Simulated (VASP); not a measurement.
# Pb in VASP: notebook, part 2 of 2

VASP 6.6.1. The steps go on from the part before.

## 5. Single point, PBE (volume scaled by 1.025)

Input file INCAR:

```
SYSTEM = Pb
PREC = Accurate
ENCUT = 500
EDIFF = 1E-6
ISMEAR = -1
SIGMA = 0.05
LREAL = .False.
LASPH = .True.
NELM = 120
ALGO = Normal
ISIF = 2
LWAVE = .False.
LCHARG = .True.
GGA = PE
LELF = .True.
LVHAR = .True.
NBANDS = 13
GGA_COMPAT = .False.
```

Input file KPOINTS:

```
regular mesh
0
Gamma
  12 12 12
  0 0 0
```

Input file POSCAR:

```
Pb
1.0
    0.0000000000      2.4902124959      2.4902124959
    2.4902124959      0.0000000000      2.4902124959
    2.4902124959      2.4902124959      0.0000000000
Pb
1
Direct
    0.0000000000      0.0000000000      0.0000000000
```

Potentials or basis: VASP PAW PBE potentials, release 64 (Pb_d).

Command:

```sh
$ cat potpaw_PBE.64/Pb_d/POTCAR > POTCAR
$ mpirun -np 1 vasp_std > vasp.out
```

OUTCAR:

```text
SYSTEM = Pb
   PREC = Accurate
   ENCUT = 500
   EDIFF = 1E-6
   ISMEAR = -1
   LREAL = .False.
   LASPH = .True.
   NELM = 120
   ISIF = 2
   GGA = PE

 ion  position               nearest neighbor table
   1  0.000  0.000  0.000-

  LATTYP: Found a face centered cubic cell.
 ALAT       =     4.9804249918

  Lattice vectors:

 A1 = (   0.0000000000,   2.4902124959,   2.4902124959)
 A2 = (   2.4902124959,   0.0000000000,   2.4902124959)
 A3 = (   2.4902124959,   2.4902124959,   0.0000000000)

Analysis of symmetry for initial positions (statically):
=====================================================================
 Subroutine PRICEL returns:
 Original cell was already a primitive cell.

 Routine SETGRP: Setting up the symmetry group for a
 face centered cubic supercell.

 Subroutine GETGRP returns: Found 48 space group operations
 (whereof 48 operations were pure point group operations)
 out of a pool of 48 trial point group operations.

The static configuration has the point symmetry O_h .

Analysis of symmetry for dynamics (positions and initial velocities):
[... 166 lines left out ...]
      1      -9.9757      2.00000
      2      -9.9757      2.00000
      3      -9.9757      2.00000
      4      -9.8435      2.00000
      5      -9.8435      2.00000
      6      -4.5510      2.00000
      7      14.3536      0.00000
      8      14.3536      0.00000
      9      14.3536      0.00000
     10      16.8302      0.00000
     11      18.1861      0.00000
     12      19.4297      0.00000
     13      19.4297      0.00000
[... 354 lines left out ...]
  band No.  band energies     occupation
      1      -9.9935      2.00000
      2      -9.9398      2.00000
      3      -9.9083      2.00000
      4      -9.7654      2.00000
      5      -9.7324      2.00000
      6      -0.7521      2.00000
      7       3.6052      2.00000
      8       9.2638      0.00000
      9      11.7506      0.00000
     10      14.8650      0.00000
     11      18.8268      0.00000
     12      19.6420      0.00000
     13      22.0494      0.00000

 [... further k-points ...]

------------------------ aborting loop because EDIFF is reached ----------------------------------------

  FORCE on cell =-STRESS in cart. coord.  units (eV):
  Direction    XX          YY          ZZ          XY          YZ          ZX
  --------------------------------------------------------------------------------------
  -------------------------------------------------------------------------------------
  Total        0.3375450      0.3375450      0.3375450      0.0000000     -0.0000000      0.0000000
  in kB       17.5106788     17.5106788     17.5106788      0.0000000     -0.0000000      0.0000000
  external PRESSURE =      17.5106788 kB  Pullay stress =       0.0000000 kB

 VOLUME and BASIS-vectors are now :
 -----------------------------------------------------------------------------
  energy-cutoff  :      500.00
  volume of cell :       30.88
      direct lattice vectors                 reciprocal lattice vectors
     0.000000000  2.490212496  2.490212496    -0.200786078  0.200786078  0.200786078
     2.490212496  0.000000000  2.490212496     0.200786078 -0.200786078  0.200786078
     2.490212496  2.490212496  0.000000000     0.200786078  0.200786078 -0.200786078

 POSITION                                       TOTAL-FORCE (eV/Angst)
 -----------------------------------------------------------------------------------
      0.00000      0.00000      0.00000         0.000000     -0.000000     -0.000000
 -----------------------------------------------------------------------------------
    total drift:                               -0.000000     -0.000000     -0.000000

  FREE ENERGIE OF THE ION-ELECTRON SYSTEM (eV)
  ---------------------------------------------------
  free  energy   TOTEN  =        -3.5493184108 eV

  energy  without entropy=       -3.5404411559  energy(sigma->0) =       -3.54487978
```

OSZICAR:

```text
N       E                     dE             d eps       ncg     rms          rms(c)
DAV:   1     0.105436893916E+03    0.10544E+03   -0.70145E+03  1882   0.123E+03
DAV:   2     0.154774005451E+01   -0.10389E+03   -0.10100E+03  1957   0.305E+02
DAV:   3    -0.344082634679E+01   -0.49886E+01   -0.49706E+01  2295   0.729E+01
DAV:   4    -0.355505886936E+01   -0.11423E+00   -0.11420E+00  2357   0.118E+01
DAV:   5    -0.355984625342E+01   -0.47874E-02   -0.47872E-02  2544   0.228E+00    0.506E-01
DAV:   6    -0.355134000667E+01    0.85062E-02   -0.12364E-02  2434   0.192E+00    0.253E-01
DAV:   7    -0.354935682766E+01    0.19832E-02   -0.53633E-03  2462   0.120E+00    0.864E-02
DAV:   8    -0.354932290640E+01    0.33921E-04   -0.41093E-04  2428   0.324E-01    0.103E-02
DAV:   9    -0.354931937050E+01    0.35359E-05   -0.10987E-05  2548   0.572E-02    0.490E-03
DAV:  10    -0.354931841082E+01    0.95968E-06   -0.98579E-07  1661   0.908E-03
   1 F= -.35493184E+01 E0= -.35448798E+01  d E =-.887725E-02
```

Wall time 34 s (1 thread of Intel Xeon Platinum 8375C at 2.90GHz (Ice Lake), shared host); peak memory 0.17 GiB.

What came out:

- Free energy: -3.5493 eV
- Pressure: 1.8 GPa
- Band gap on the k mesh: zero (band 7 reaches 14.35 eV, above the bottom of band 8 at 5.57 eV)

Levels at points of the mesh, in eV from the Fermi level:
```csv
k point,band 5,band 6,band 7,band 8,band 9,band 10
"(0.00, 0.00, 0.00)",-16.96,-11.67,7.23,7.23,7.23,9.71
"(0.50, 0.00, 0.00)",-16.84,-8.15,-4.16,5.44,5.44,9.19
"(0.50, 0.50, 0.00)",-16.80,-6.78,-3.24,1.99,1.99,5.28
```

Caveat: spin-orbit coupling is left out, which moves the levels of the heavy elements.

## 6. Single point, PBE (volume scaled by 1.05)

Input file INCAR:

```
SYSTEM = Pb
PREC = Accurate ; ENCUT = 500
EDIFF = 1E-6 ; ISMEAR = -1
SIGMA = 0.05 ; LREAL = .False.
LASPH = .True. ; NELM = 120
ALGO = Normal ; ISIF = 2
LWAVE = .False. ; LCHARG = .False.
GGA = PE ; NBANDS = 13
GGA_COMPAT = .False.
```

Input file KPOINTS:

```
Automatic mesh
0
Gamma
  12 12 12
  0 0 0
```

Input file POSCAR:

```
Pb
1.0
    0.0000000000      2.5102957221      2.5102957221
    2.5102957221      0.0000000000      2.5102957221
    2.5102957221      2.5102957221      0.0000000000
Pb
1
Direct
    0.0000000000      0.0000000000      0.0000000000
```

Potentials or basis: VASP PAW PBE potentials, release 64 (Pb_d).

Command:

```sh
$ cat potpaw_PBE.64/Pb_d/POTCAR > POTCAR
$ mpirun -np 1 vasp_std > vasp.out
```

Wall time 28 s (1 thread of Intel Xeon Platinum 8375C at 2.90GHz (Ice Lake), shared host); peak memory 0.17 GiB.

Results (log left out):

```
Free energy            : -3.5553 eV
Pressure               : 0.7 GPa
Band gap on the k mesh : zero (band 7 reaches 13.90 eV, above the bottom of band 8 at 5.36 eV)
```

Levels at points of the mesh, in eV from the Fermi level:
| k point | band 5 | band 6 | band 7 | band 8 | band 9 | band 10 |
| --- | --- | --- | --- | --- | --- | --- |
| (0.00, 0.00, 0.00) | -16.96 | -11.51 | 7.05 | 7.05 | 7.05 | 9.69 |
| (0.50, 0.00, 0.00) | -16.84 | -8.13 | -4.04 | 5.31 | 5.31 | 9.05 |
| (0.50, 0.50, 0.00) | -16.81 | -6.82 | -3.15 | 1.96 | 1.96 | 5.22 |

Caveat: spin-orbit coupling is left out, which moves the levels of the heavy elements.

## 7. Summary

```tsv
cell	cutoff (eV)	gap on the mesh (eV)	pressure (GPa)
a = 3.506, b = 3.506, c = 3.467 Å, angles 60.4, 60.4, 59.3°, 1 atom	520	none	2.9
a = 3.434 Å, angles 60.0°, 1 atom	500	none	5.9
a = 3.463 Å, angles 60.0°, 1 atom	500	none	4.3
a = 3.522 Å, angles 60.0°, 1 atom	500	none	1.8
a = 3.550 Å, angles 60.0°, 1 atom	500	none	0.7
```

Alike in all rows: task single point; level PBE; potentials or basis VASP PAW PBE potentials, release 64 (Pb_d); no spin polarisation; k mesh 12 × 12 × 12; smearing fermi-dirac 0.05 eV.

Caveats: spin-orbit coupling is left out, which moves the levels of the heavy elements.

Absolute energies hang on the potentials; compare differences alone.
